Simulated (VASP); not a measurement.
A run of VASP 6.6.1:

The input INCAR:

```
SYSTEM = Li
PREC = Accurate
ENCUT = 600
EDIFF = 1E-7
ISMEAR = -1
SIGMA = 0.05
LREAL = .False.
LASPH = .True.
NELM = 60
ALGO = Normal
ISIF = 3
LWAVE = .False.
LCHARG = .False.
IBRION = 2
NSW = 60
EDIFFG = -0.005
PSTRESS = 13.0
```

The input KPOINTS:

```
Automatic mesh
0
Gamma
  16 16 16
  0 0 0
```

POSCAR

```
Li
1.0
   -2.5380914363      2.5380914363      1.3959502900
    2.5380914363     -2.5380914363      1.3959502900
    2.5380914363      2.5380914363     -1.3959502900
Li
2
Direct
   -0.3750000000     -0.1250000000     -0.2500000000
    0.3750000000      0.1250000000      0.2500000000
```

Potentials or basis: VASP PAW LDA potentials, release 64 (Li_sv).

The run is started by

```sh
$ cat potpaw_LDA.64/Li_sv/POTCAR > POTCAR
$ mpirun -np 1 vasp_std > vasp.out
```

Hardware: 1 thread of Oxide Virtual Turin-like Processor (shared host).

Q: How long does it take, and how much memory?

A: Run time: 3.8 min on 1 thread of Oxide Virtual Turin-like Processor, on a shared host, peak memory 0.17 GiB. Counts: scf iterations 33, k points 349, ion steps 4.
